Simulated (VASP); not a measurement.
# CdSe (I-4m2) in VASP: notebook, part 2 of 2

VASP 6.6.1.

### Step 3. Electric field gradients, LDA (equal xx and yy strain of +1 %)

Input file INCAR:

```
  PREC = Accurate
  ENCUT = 520
  EDIFF = 1E-8
  ISMEAR = -1
  SIGMA = 0.03
  LREAL = F
  LASPH = T
  NELM = 80
  ALGO = Normal
  ISIF = 2
  LWAVE = F
  LCHARG = F
  GGA = CA
  LEFG = T
  NBANDS = 16
```

Input file KPOINTS:

```
regular mesh
0
Gamma
  8 8 8
```

Input file POSCAR:

```
CdSe
1.0
    0.0000000000      3.1009739106      3.0702711986
    3.1009739106      0.0000000000      3.0702711986
    3.1009739106      3.1009739106      0.0000000000
Cd Se
1 1
Direct
    0.0000000000      0.0000000000      0.0000000000
    0.2500000000      0.2500000000      0.2500000000
```

Potentials or basis: VASP PAW LDA potentials, release 64 (Cd, Se).

On the command line:

```sh
$ cat potpaw_LDA.64/Cd/POTCAR potpaw_LDA.64/Se/POTCAR > POTCAR
$ mpirun -np 1 vasp_std > vasp.out
```

OUTCAR:

```text
PREC = Accurate
   ENCUT = 520
   EDIFF = 1E-8
   ISMEAR = -1
   LREAL = F
   LASPH = T
   NELM = 80
   ISIF = 2
   GGA = CA

 ion  position               nearest neighbor table
   1  0.000  0.000  0.000-   2 2.68   2 2.68   2 2.68   2 2.68
   2  0.250  0.250  0.250-   1 2.68   1 2.68   1 2.68   1 2.68

  LATTYP: Found a body centered tetragonal cell.
 ALAT       =     4.3854393609
 C/A-ratio  =     1.4002114479

  Lattice vectors:

 A1 = (   0.0000000000,  -3.1009739106,  -3.0702711986)
 A2 = (   0.0000000000,   3.1009739106,  -3.0702711986)
 A3 = (   3.1009739106,   0.0000000000,   3.0702711986)

Analysis of symmetry for initial positions (statically):
=====================================================================
 Subroutine PRICEL returns:
 Original cell was already a primitive cell.

 Routine SETGRP: Setting up the symmetry group for a
 body centered tetragonal supercell.

 Subroutine GETGRP returns: Found  8 space group operations
 (whereof  8 operations were pure point group operations)
 out of a pool of 16 trial point group operations.

The static configuration has the point symmetry D_2d.

Analysis of symmetry for dynamics (positions and initial velocities):
=====================================================================
 Subroutine PRICEL returns:
 Original cell was already a primitive cell.

 Routine SETGRP: Setting up the symmetry group for a
 body centered tetragonal supercell.

 Subroutine GETGRP returns: Found  8 space group operations
 (whereof  8 operations were pure point group operations)
 out of a pool of 16 trial point group operations.

The dynamic configuration has the point symmetry D_2d.
[... 157 lines left out ...]
      3      -7.3681      2.00000
      4      -7.3642      2.00000
      5      -7.0385      2.00000
      6      -7.0361      2.00000
[... 433 lines left out ...]
      3      -7.2705      2.00000
      4      -7.0763      2.00000
      5      -7.0152      2.00000
      6      -6.9666      2.00000
[... 8 lines left out ...]
     15      11.1844      0.00000
     16      11.7914      0.00000

 [... further k-points ...]

------------------------ aborting loop because EDIFF is reached ----------------------------------------

  FORCE on cell =-STRESS in cart. coord.  units (eV):
  Direction    XX          YY          ZZ          XY          YZ          ZX
  --------------------------------------------------------------------------------------
  -------------------------------------------------------------------------------------
  Total       -1.3974849     -1.3974849     -1.3170210      0.0000000      0.0000000      0.0000000
  in kB      -37.9188131    -37.9188131    -35.7355387      0.0000000      0.0000000      0.0000000
  external PRESSURE =     -37.1910550 kB  Pullay stress =       0.0000000 kB

 VOLUME and BASIS-vectors are now :
 -----------------------------------------------------------------------------
  energy-cutoff  :      520.00
  volume of cell :       59.05
      direct lattice vectors                 reciprocal lattice vectors
     0.000000000  3.100973911  3.070271199    -0.161239667  0.161239667  0.162852063
     3.100973911  0.000000000  3.070271199     0.161239667 -0.161239667  0.162852063
     3.100973911  3.100973911  0.000000000     0.161239667  0.161239667 -0.162852063

 POSITION                                       TOTAL-FORCE (eV/Angst)
 -----------------------------------------------------------------------------------
      0.00000      0.00000      0.00000        -0.000000     -0.000000      0.000000
      1.55049      1.55049      1.53514         0.000000      0.000000      0.000000
 -----------------------------------------------------------------------------------
    total drift:                               -0.000001     -0.000001      0.000002

  FREE ENERGIE OF THE ION-ELECTRON SYSTEM (eV)
  ---------------------------------------------------
  free  energy   TOTEN  =        -6.7072886935 eV

  energy  without entropy=       -6.7072583304  energy(sigma->0) =       -6.70727351

 Electric field gradients (V/A^2)
---------------------------------------------------------------------
 ion       V_xx      V_yy      V_zz      V_xy      V_xz      V_yz
---------------------------------------------------------------------
   1      -1.430    -1.430     2.859    -0.001    -0.002    -0.002
   2       1.919     1.919    -3.837    -0.000    -0.000    -0.000
---------------------------------------------------------------------

 Electric field gradients after diagonalization (V/A^2)
 (convention: |V_zz| > |V_xx| > |V_yy|)
----------------------------------------------------------------------
 ion       V_xx      V_yy      V_zz     asymmetry (V_yy - V_xx)/ V_zz
----------------------------------------------------------------------
   1      -1.431    -1.428     2.859       0.001
   2       1.919     1.918    -3.837       0.000
----------------------------------------------------------------------

           NMR quadrupolar parameters

 Cq : quadrupolar parameter    Cq=e*Q*V_zz/h
 eta: asymmetry parameters     (V_yy - V_xx)/ V_zz
 Q  : nuclear electric quadrupole moment in mb (millibarn)
----------------------------------------------------------------------
 ion       Cq(MHz)       eta       Q (mb)
----------------------------------------------------------------------
   1       0.007       0.001       1.000
   2      -0.009       0.000       1.000
----------------------------------------------------------------------
```

stdout:

```text
POSCAR found type information on POSCAR CdSe
 POSCAR found :  2 types and       2 ions
 scaLAPACK will be used
 LDA part: xc-table for (Slater(with rela. corr.)+CA(PZ))
 , standard interpolation
 POSCAR, INCAR and KPOINTS ok, starting setup
 FFT: planning ... GRIDC
 FFT: planning ... GRID_SOFT
 FFT: planning ... GRID
 WAVECAR not read
 entering main loop
ion   1

ion   2
```

Run time: 28 s. Hardware: 1 thread of Intel Xeon 6975P-C (Granite Rapids), shared host; peak memory 0.19 GiB.

What came out:

| Quantity | Value |
| --- | --- |
| Free energy | -6.7073 eV |
| Pressure | -3.7 GPa |
| Band gap on the k mesh | 0.24 eV, direct |

Stress tensor (GPa, compression positive):
```
-3.79  0.00  0.00
 0.00 -3.79  0.00
 0.00  0.00 -3.57
```

Levels at points of the mesh, in eV from the valence-band top:
```csv
k point,band 7,band 8,band 9,band 10,band 11,band 12
"(0.00, 0.00, 0.00)",-0.03,-0.03,0.00,0.24,5.77,5.77
"(0.50, 0.00, 0.00)",-4.22,-0.74,-0.69,2.11,6.24,6.31
"(0.50, 0.50, 0.00)",-3.93,-1.77,-1.77,2.98,3.48,8.69
"(0.50, 0.00, 0.50)",-3.99,-1.74,-1.73,3.01,3.56,8.61
```

Electric field gradients, principal values (V/Å²):
| atom | least | middle | greatest (by size) |
| --- | --- | --- | --- |
| 1 Cd | -1.428 | -1.431 | 2.859 |
| 2 Se | 1.918 | 1.919 | -3.837 |

Caveat: the cell differs from its parent crystal (equal xx and yy strain of +1 %); without QUAD_EFG the Cq values of the log hold for a quadrupole moment of 1 mb, not for the nuclei.

### Step 4. Electric field gradients, LDA (zz strain of +3 %)

Input file INCAR:

```
SYSTEM = CdSe
ALGO = Normal
EDIFF = 1E-8
ENCUT = 400
GGA_COMPAT = .False.
ISIF = 2
ISMEAR = -1
LASPH = .True.
LCHARG = .False.
LEFG = .True.
LREAL = .False.
LWAVE = .False.
NBANDS = 16
NELM = 120
PREC = Accurate
SIGMA = 0.03
```

Input file KPOINTS:

```
k-points
0
Gamma
  8 8 8
  0 0 0
```

Input file POSCAR:

```
CdSe
1.0
    0.0000000000      3.0702711986      3.1623793346
    3.0702711986      0.0000000000      3.1623793346
    3.0702711986      3.0702711986      0.0000000000
Cd Se
1 1
Direct
    0.0000000000      0.0000000000      0.0000000000
    0.2500000000      0.2500000000      0.2500000000
```

Potentials or basis: VASP PAW LDA potentials, release 64 (Cd, Se).

On the command line:

```sh
$ cat potpaw_LDA.64/Cd/POTCAR potpaw_LDA.64/Se/POTCAR > POTCAR
$ mpirun -np 1 vasp_std > vasp.out
```

OUTCAR:

```text
SYSTEM = CdSe
   EDIFF = 1E-8
   ENCUT = 400
   ISIF = 2
   ISMEAR = -1
   LASPH = .True.
   LREAL = .False.
   NELM = 120
   PREC = Accurate

 ion  position               nearest neighbor table
   1  0.000  0.000  0.000-   2 2.69   2 2.69   2 2.69   2 2.69
   2  0.250  0.250  0.250-   1 2.69   1 2.69   1 2.69   1 2.69

  LATTYP: Found a body centered tetragonal cell.
 ALAT       =     4.3420191692
 C/A-ratio  =     1.4566399693

  Lattice vectors:

[... 668 lines left out ...]

  FREE ENERGIE OF THE ION-ELECTRON SYSTEM (eV)
  ---------------------------------------------------
  free  energy   TOTEN  =        -6.6887467520 eV

  energy  without entropy=       -6.6886967745  energy(sigma->0) =       -6.68872176

 Electric field gradients (V/A^2)
---------------------------------------------------------------------
 ion       V_xx      V_yy      V_zz      V_xy      V_xz      V_yz
---------------------------------------------------------------------
   1       4.185     4.185    -8.369    -0.001     0.001     0.001
   2      -5.951    -5.951    11.902    -0.001     0.001     0.001
---------------------------------------------------------------------

 Electric field gradients after diagonalization (V/A^2)
 (convention: |V_zz| > |V_xx| > |V_yy|)
----------------------------------------------------------------------
 ion       V_xx      V_yy      V_zz     asymmetry (V_yy - V_xx)/ V_zz
----------------------------------------------------------------------
   1       4.186     4.183    -8.369       0.000
   2      -5.952    -5.950    11.902       0.000
----------------------------------------------------------------------

           NMR quadrupolar parameters

 Cq : quadrupolar parameter    Cq=e*Q*V_zz/h
 eta: asymmetry parameters     (V_yy - V_xx)/ V_zz
 Q  : nuclear electric quadrupole moment in mb (millibarn)
----------------------------------------------------------------------
 ion       Cq(MHz)       eta       Q (mb)
----------------------------------------------------------------------
   1      -0.020       0.000       1.000
   2       0.029       0.000       1.000
----------------------------------------------------------------------
```

stdout:

```text
POSCAR found type information on POSCAR CdSe
 POSCAR found :  2 types and       2 ions
 scaLAPACK will be used
 LDA part: xc-table for (Slater(with rela. corr.)+CA(PZ))
 , standard interpolation
 POSCAR, INCAR and KPOINTS ok, starting setup
 FFT: planning ... GRIDC
 FFT: planning ... GRID_SOFT
 FFT: planning ... GRID
 WAVECAR not read
 entering main loop
ion   1

ion   2
```

It took 50 s on 1 thread of Intel Xeon 6975P-C, shared host; peak memory 0.17 GiB.

What came out:

```
Free energy            : -6.6887 eV
Pressure               : -4.5 GPa
Band gap on the k mesh : 0.21 eV, direct
```

Electric field gradients, principal values (V/Å²):
```tsv
atom	least	middle	greatest (by size)
1 Cd	4.183	4.186	-8.369
2 Se	-5.950	-5.952	11.902
```

Caveat: the cell differs from its parent crystal (zz strain of +3 %); without QUAD_EFG the Cq values of the log hold for a quadrupole moment of 1 mb, not for the nuclei.
